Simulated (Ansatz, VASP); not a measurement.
Ga: VASP beside Ansatz

```
Ga
1.0
     2.80287    0.00000    0.11114
     0.00000    3.26353    0.00000
    -1.19564    0.00000    3.94547
Ga
2
Direct
  0.90299 0.25000 0.26452
  0.09701 0.75000 0.73548
```

Alike in both runs: task single point; functional PBE; k mesh 16 × 12 × 10; occupations gaussian, width 0.1 eV; no spin polarisation.

|  | VASP | Ansatz |
| --- | --- | --- |
| version | VASP 6.6.1 | Ansatz 0.2.0 |
| potentials or method | VASP PAW PBE potentials, release 64 (Ga_d), cutoff 520 eV | scalar-relativistic, plane waves, PAW |
| valence electrons in the cell | 26 | 26 |

|  | VASP | Ansatz | Ansatz less VASP |
| --- | --- | --- | --- |
| gap on the k mesh at the Fermi level (eV) | none | none | - |
| pressure (GPa) | 5.1 | 5.2 | +0.15 |
| traceless stress, the component that is largest in VASP (GPa) | -5.84 | -5.81 | +0.036 |
| rms of the force components (eV/Å) | 0.823 | 0.815 | -0.0083 |

Atom by atom the forces differ by 0.008 eV/Å (rms over components). A gap of «none» marks a metal or a gap that the smearing closes.
